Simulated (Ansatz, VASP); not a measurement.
## TaN: VASP beside Ansatz

```xyz
2
Lattice="0.0000 2.1884 2.1884 2.1884 0.0000 2.1884 2.1884 2.1884 0.0000" Properties=species:S:1:pos:R:3 pbc="T T T"
Ta    2.1884    2.1884    2.1884
N     0.0000    0.0000    0.0000
```

Alike in both runs: functional PBEsol; k mesh 16 × 16 × 16; occupations fermi-dirac, width 0.15 eV; no spin polarisation.

Ansatz relaxed the structure, and its values are those at the end. VASP's run is a single point on that final structure, the one shown.

|  | VASP | Ansatz |
| --- | --- | --- |
| version | VASP 6.6.1 | Ansatz 0.2.0 |
| potentials or method | VASP PAW PBE potentials, release 64 (Ta_sv_GW, N), cutoff 600 eV | scalar-relativistic, plane waves, PAW |
| valence electrons in the cell | 18 | 18 |

VASP gave:

```
gap on the k mesh at the Fermi level (eV) : none
pressure (GPa)                            : 0.1
```

Q: What did Ansatz give for the same quantities?

A: gap on the k mesh at the Fermi level (eV): none; pressure (GPa): 0.0.

VASP's potentials were made for PBE, not for PBEsol. A gap of «none» marks a metal or a gap that the smearing closes. The functional is the same, so the differences come from potentials, cutoffs and numerics.

Neither program's run includes spin-orbit coupling.
